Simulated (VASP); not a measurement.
# Pt (I4/mmm) in VASP: a series of runs, part 2 of 4

VASP 6.6.1.

### 3 Single point, PBE (16.27 Å³/atom)

This run uses another cell than the first one, of 16.27 Å³/atom.

Input file INCAR:

```
  ALGO = Fast
  EDIFF = 1E-6
  ENCUT = 520
  GGA = PE
  ISIF = 2
  ISMEAR = 0
  LASPH = True
  LCHARG = True
  LELF = True
  LREAL = False
  LVHAR = True
  LWAVE = False
  NBANDS = 11
  NELM = 60
  PREC = Accurate
  SIGMA = 0.15
```

Input file KPOINTS:

```
k-points
0
Gamma
  22 22 22
```

Input file POSCAR:

```
Pt
1.0
    0.0000000000      2.2291718319      1.6368808762
    2.2291718319      0.0000000000      1.6368808762
    2.2291718319      2.2291718319      0.0000000000
Pt
1
Direct
    0.0000000000      0.0000000000      0.0000000000
```

Potentials or basis: VASP PAW PBE potentials, release 64 (Pt).

Run with:

```
> cat potpaw_PBE.64/Pt/POTCAR > POTCAR
> mpirun -np 1 vasp_std > vasp.out
```

OUTCAR:

```text
EDIFF = 1E-6
   ENCUT = 520
   GGA = PE
   ISIF = 2
   ISMEAR = 0
   LASPH = True
   LREAL = False
   NELM = 60
   PREC = Accurate

 ion  position               nearest neighbor table
   1  0.000  0.000  0.000-

  LATTYP: Found a body centered tetragonal cell.
 ALAT       =     3.1525250375
 C/A-ratio  =     1.0384570189

  Lattice vectors:

 A1 = (   0.0000000000,  -2.2291718319,  -1.6368808762)
 A2 = (   0.0000000000,   2.2291718319,  -1.6368808762)
 A3 = (   2.2291718319,   0.0000000000,   1.6368808762)

Analysis of symmetry for initial positions (statically):
=====================================================================
 Subroutine PRICEL returns:
 Original cell was already a primitive cell.

 Routine SETGRP: Setting up the symmetry group for a
 body centered tetragonal supercell.

 Subroutine GETGRP returns: Found 16 space group operations
 (whereof 16 operations were pure point group operations)
 out of a pool of 16 trial point group operations.

The static configuration has the point symmetry D_4h.

Analysis of symmetry for dynamics (positions and initial velocities):
=====================================================================
 Subroutine PRICEL returns:
 Original cell was already a primitive cell.

 Routine SETGRP: Setting up the symmetry group for a
 body centered tetragonal supercell.

 Subroutine GETGRP returns: Found 16 space group operations
 (whereof 16 operations were pure point group operations)
 out of a pool of 16 trial point group operations.

The dynamic configuration has the point symmetry D_4h.

 Subroutine INISYM returns: Found 16 space group operations
 (whereof 16 operations are pure point group operations),
 and found     1 'primitive' translations

----------------------------------------------------------------------------------------

                                     Primitive cell

  volume of cell :      16.2680

  direct lattice vectors                    reciprocal lattice vectors
     0.000000000  2.229171832  1.636880876    -0.224298546  0.224298546  0.305459003
     2.229171832  0.000000000  1.636880876     0.224298546 -0.224298546  0.305459003
     2.229171832  2.229171832  0.000000000     0.224298546  0.224298546 -0.305459003

  length of vectors
     2.765607720  2.765607720  3.152525038     0.440369024  0.440369024  0.440369024

  position of ions in fractional coordinates (direct lattice)
     0.000000000  0.000000000  0.000000000

  ion indices of the primitive-cell ions
   primitive index   ion index
                 1           1

----------------------------------------------------------------------------------------

 KPOINTS: k-points

Automatic generation of k-mesh.
 Grid dimensions read from file:
 generate k-points for:   22   22   22

 Generating k-lattice:

  Cartesian coordinates                     Fractional coordinates (reciprocal lattice)
    -0.010195388  0.010195388  0.013884500     0.045454545  0.000000000  0.000000000
     0.010195388 -0.010195388  0.013884500     0.000000000  0.045454545  0.000000000
     0.010195388  0.010195388 -0.013884500    -0.000000000 -0.000000000  0.045454545

  Length of vectors
     0.020016774  0.020016774  0.020016774

  Shift w.r.t. Gamma in fractional coordinates (k-lattice)
     0.000000000  0.000000000  0.000000000

 Subroutine IBZKPT returns following result:
 ===========================================

 Found    834 irreducible k-points:

 Following reciprocal coordinates:
            Coordinates               Weight
  0.000000  0.000000  0.000000      1.000000
  0.045455 -0.000000  0.000000      8.000000
  0.090909 -0.000000  0.000000      8.000000
  0.136364  0.000000  0.000000      8.000000
  0.181818  0.000000  0.000000      8.000000
  0.227273  0.000000  0.000000      8.000000
[... 16 lines left out ...]
  0.500000  0.045455  0.000000      8.000000
 -0.454545  0.045455  0.000000      8.000000
 [... further k-points ...]
   k-points           NKPTS =    834   k-points in BZ     NKDIM =    834   number of bands    NBANDS=     11
   number of dos      NEDOS =    301   number of ions     NIONS =      1
   total plane-waves  NPLWV =  13824
   dimension x,y,z NGX =    24 NGY =   24 NGZ =   24
   dimension x,y,z NGXF=    48 NGYF=   48 NGZF=   48
   ions per type =               1
   NGX,Y,Z   is equivalent  to a cutoff of  14.43, 14.43, 12.66 a.u.
   NGXF,Y,Z  is equivalent  to a cutoff of  28.85, 28.85, 25.31 a.u.
 SYSTEM =  unknown system
   PREC   = accura    normal or accurate (medium, high low for compatibility)
   ISTART =      0    job   : 0-new  1-cont  2-samecut
   ICHARG =      2    charge: 1-file 2-atom 10-const
   ISPIN  =      1    spin polarized calculation?
   LNONCOLLINEAR =      F non collinear calculations
   LSORBIT =      F    spin-orbit coupling
   LASPH  =      T    aspherical Exc in radial PAW
   ENCUT  =  520.0 eV  38.22 Ry    6.18 a.u.   5.14  5.14  5.86*2*pi/ulx,y,z
   NELM   =     60;   NELMIN=  2; NELMDL= -5     # of ELM steps
   EDIFF  = 0.1E-05   stopping-criterion for ELM
   LREAL  =      F    real-space projection
   EDIFFG = 0.1E-04   stopping-criterion for IOM
   NSW    =      0    number of steps for IOM
   IBRION =     -1    ionic relax: 0-MD 1-quasi-New 2-CG
   NFREE  =      0    steps in history (QN), initial steepest desc. (CG)
   ISIF   =      2    stress and relaxation
   ISYM   =      2    0-nonsym 1-usesym 2-fastsym
   POTIM  = 0.5000    time-step for ionic-motion
   TEBEG  =    0.0;   TEEND  =   0.0 temperature during run
   PSTRESS=    0.0 pullay stress
   NELECT =      10.0000    total number of electrons
   NUPDOWN=      -1.0000    fix difference up-down
   EMIN   =  10.00;   EMAX   =-10.00  energy-range for DOS
   EFERMI =   0.00;   METHOD = LEGACY
   ISMEAR =     0;   SIGMA  =   0.15  broadening in eV -4-tet -1-fermi 0-gaus
   EFERMI_NEDOS =   21; number of points for ismear=-14 and -15
   IALGO  =     68    algorithm
   IMIX   =      4    mixing-type and parameters
     AMIX     =   0.40;   BMIX     =  1.00
     AMIX_MAG =   1.60;   BMIX_MAG =  1.00
  volume/ion in A,a.u.               =      16.27       109.78
  Fermi-wavevector in a.u.,A,eV,Ry     =   1.391971  2.630443 26.362411  1.937583
  Thomas-Fermi vector in A             =   2.515759
   LORBIT       =      0    0 simple, 1 ext, 2 COOP (PROOUT), +10 PAW based schemes
   GGA     = PE    functional components
   LHFCALC =     F    Hartree Fock is set to
   AEXX    =    0.0000 exact exchange contribution
   IVDW    =     0    specifies the selected vdW correction
   LEPSILON=     F    determine dielectric tensor
   LRPA    =     F    only Hartree local field effects (RPA)
 non-spin polarized calculation
 RMM-DIIS sequential band-by-band and
 Gauss-broadening in eV      SIGMA  =   0.15
  energy-cutoff  :      520.00
  volume of cell :       16.27
 maximum number of plane-waves:       452
 NGX is ok and might be reduce to    24
   NGX = 11   NGY = 11   NGZ = 11

 number of electron      10.0000000 magnetization

 Free energy of the ion-electron system (eV)
  ---------------------------------------------------
  ext. energy  EPLUGINS =         0.00000000
  ---------------------------------------------------
  free energy    TOTEN  =        -6.00125747 eV

  energy without entropy =       -5.98775055  energy(sigma->0) =       -5.99450401

 E-fermi :   9.6768     XC(G=0): -13.0309

 val. band max:        9.6761844697   @ k =  -0.3182   0.1364   0.0000
 cond. band min:       9.6770218943   @ k =  -0.2727   0.1818   0.0000
 fundamental gap:      0.0008374246
 Fermi energy:         9.6768274838

 k-point     1 :       0.0000    0.0000    0.0000
  band No.  band energies     occupation
      1       0.4895      2.00000
      2       6.2754      2.00000
      3       6.2754      2.00000
      4       6.5697      2.00000
      5       8.5374      2.00000
      6       8.9061      2.00000
      7      26.3437      0.00000
      8      27.0296      0.00000
      9      27.0296      0.00000
     10      35.5861      0.00000
     11      36.2248      0.00000
[... 309 lines left out ...]
 k-point    24 :      -0.4545    0.0455    0.0000
  band No.  band energies     occupation
      1       3.4575      2.00000
      2       5.2127      2.00000
      3       8.0964      2.00000
      4       8.6630      2.00000
      5      10.1963      0.00000
      6      10.4998      0.00000
      7      16.1416      0.00000
      8      23.3290      0.00000
      9      25.6693      0.00000
     10      32.8336      0.00000
     11      34.4185      0.00000

 [... further k-points ...]

------------------------ aborting loop because EDIFF is reached ----------------------------------------

  FORCE on cell =-STRESS in cart. coord.  units (eV):
  Direction    XX          YY          ZZ          XY          YZ          ZX
  --------------------------------------------------------------------------------------
  -------------------------------------------------------------------------------------
  Total       -0.7554045     -0.7554045     -0.4626499      0.0000000      0.0000000     -0.0000000
  in kB      -74.3970994    -74.3970994    -45.5647399      0.0000000      0.0000000     -0.0000000
  external PRESSURE =     -64.7863129 kB  Pullay stress =       0.0000000 kB

 VOLUME and BASIS-vectors are now :
 -----------------------------------------------------------------------------
  energy-cutoff  :      520.00
  volume of cell :       16.27
      direct lattice vectors                 reciprocal lattice vectors
     0.000000000  2.229171832  1.636880876    -0.224298546  0.224298546  0.305459003
     2.229171832  0.000000000  1.636880876     0.224298546 -0.224298546  0.305459003
     2.229171832  2.229171832  0.000000000     0.224298546  0.224298546 -0.305459003

 POSITION                                       TOTAL-FORCE (eV/Angst)
 -----------------------------------------------------------------------------------
      0.00000      0.00000      0.00000         0.000000      0.000000      0.000000
 -----------------------------------------------------------------------------------
    total drift:                               -0.000000      0.000000      0.000000

  FREE ENERGIE OF THE ION-ELECTRON SYSTEM (eV)
  ---------------------------------------------------
  free  energy   TOTEN  =        -6.0012574721 eV

  energy  without entropy=       -5.9877505455  energy(sigma->0) =       -5.99450401
```

stdout:

```text
POSCAR found type information on POSCAR Pt
 POSCAR found :  1 types and       1 ions
 scaLAPACK will be used
 LDA part: xc-table for (Slater+PW92), standard interpolation
 POSCAR, INCAR and KPOINTS ok, starting setup
 FFT: planning ... GRIDC
 FFT: planning ... GRID_SOFT
 FFT: planning ... GRID
 WAVECAR not read
 entering main loop
```

It took 1.7 min on 1 thread of Intel Xeon 6975P-C (Granite Rapids), shared host; peak memory 0.27 GiB.

What came out:

```yaml
Free_energy: -6.0013 eV
Pressure: -6.5 GPa
Band_gap_on_the_k_mesh: zero (bands 5 and 6 overlap by 2.09 eV)
```

Levels at points of the mesh, in eV from the Fermi level:
```
           k point  band 3  band 4  band 5  band 6  band 7  band 8
(0.00, 0.00, 0.00)   -3.40   -3.11   -1.14   -0.77   16.67   17.35
(0.50, 0.00, 0.00)   -1.30   -0.64    0.30    0.96    5.96   13.42
(0.50, 0.50, 0.00)    0.43    0.54    0.54    6.89    7.99    7.99
(0.50, 0.00, 0.50)   -0.86   -0.53    0.53    1.04    6.28   12.98
```

Caveat: the cell stands under tension; spin-orbit coupling is left out, which moves the levels of the heavy elements.

(Continued in part 3 of 4.)
